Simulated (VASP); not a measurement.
## SnSe2: relaxation of cell and atoms with PBE

Crystal: SnSe2.

```
CELL_PARAMETERS angstrom
6.32475 0.00000 0.00000
0.00000 6.32475 0.00000
0.00000 0.00000 4.17433
ATOMIC_POSITIONS crystal
Sn 0.00000 0.00000 0.00000
Sn 0.50000 0.50000 0.50000
Se 0.30500 0.30500 0.00000
Se 0.19500 0.80500 0.50000
Se 0.80500 0.19500 0.50000
Se 0.69500 0.69500 0.00000
```

```yaml
Program: VASP 6.6.1
Task: relaxation of cell and atoms
Functional: PBE
Potentials_or_basis: VASP PAW PBE potentials, release 64 (Sn_d, Se)
Cutoff: 600 eV
k_mesh: 4 × 4 × 6
Occupations: fermi-dirac, width 0.02 eV
Spin: no spin polarisation
Dipole_correction: no
Further_INCAR_settings: ALGO = Normal; EDIFF = 1e-06; IBRION = 2; EDIFFG = -0.005; NSW = 80; ISIF = 3
```

```yaml
Relaxed_volume: 28.95 Å³/atom
Relaxed_cell: a = 6.577 Å, b = 6.577 Å, c = 4.016 Å, α = 90.00°, β = 90.00°, γ = 90.00°
Space_group_after_relaxing_to_0.1_Å: P4_2/mnm (No. 136)
Energy_gained_by_relaxing: 11.8 meV/atom
Ionic_steps: 12
Pressure_after_relaxing: 0.0 GPa
Band_gap_on_the_k_mesh: zero (bands 26 and 27 overlap by 0.03 eV)
```

The path:
```tsv
step	energy change (eV)	largest force (eV/Å)	pressure (GPa)	volume (Å³)
1	0.0000	0.0327	1.35	166.98
2	-0.0333	0.0643	-0.33	172.70
3	-0.0334	0.0668	-0.42	173.08
4	-0.0516	0.0386	-0.28	173.02
5	-0.0701	0.0109	0.15	172.77
6	-0.0703	0.0072	0.24	172.72
7	-0.0703	0.0081	0.21	172.73
8	-0.0707	0.0275	-0.13	174.14
9	-0.0709	0.0199	0.00	173.61
10	-0.0709	0.0201	-0.01	173.63
11	-0.0710	0.0089	0.00	173.68
12	-0.0710	0.0000	0.00	173.72
```

Final structure:
```cif
data_structure
_symmetry_space_group_name_H-M 'P 1'
_symmetry_Int_Tables_number 1
_cell_length_a 6.5774
_cell_length_b 6.5774
_cell_length_c 4.0156
_cell_angle_alpha 90.000
_cell_angle_beta 90.000
_cell_angle_gamma 90.000
_cell_volume 173.72
loop_
_atom_site_label
_atom_site_type_symbol
_atom_site_fract_x
_atom_site_fract_y
_atom_site_fract_z
_atom_site_occupancy
Sn1 Sn 0.00000 0.00000 0.00000 1
Sn2 Sn 0.50000 0.50000 0.50000 1
Se1 Se 0.30694 0.30694 0.00000 1
Se2 Se 0.19306 0.80693 0.50000 1
Se3 Se 0.80693 0.19306 0.50000 1
Se4 Se 0.69307 0.69307 0.00000 1
```

Levels at points of the mesh, in eV from the Fermi level:
```csv
k point,band 24,band 25,band 26,band 27,band 28,band 29
"(0.00, 0.00, 0.00)",-0.98,-0.38,-0.38,0.29,1.26,2.39
"(0.50, 0.00, 0.00)",-0.87,-0.58,-0.58,0.46,0.46,3.09
"(0.50, 0.50, 0.00)",-1.04,-0.99,-0.99,0.50,0.50,3.49
"(0.00, 0.00, 0.50)",-1.27,-1.21,-1.21,0.75,0.75,4.47
"(0.50, 0.00, 0.50)",-0.79,-0.78,-0.78,1.32,1.32,2.00
"(0.50, 0.50, 0.50)",-0.92,-0.66,-0.66,0.24,0.24,4.18
```

Run time: 23 min on 1 thread of Oxide Virtual Turin-like Processor, with other jobs on the host, peak memory 0.37 GiB.

Caveat: the structure was generated, so it needn't be the stable form of SnSe2; semilocal functionals underestimate gaps, and a narrow one can read as zero; spin-orbit coupling is left out, which moves the levels of the heavy elements.
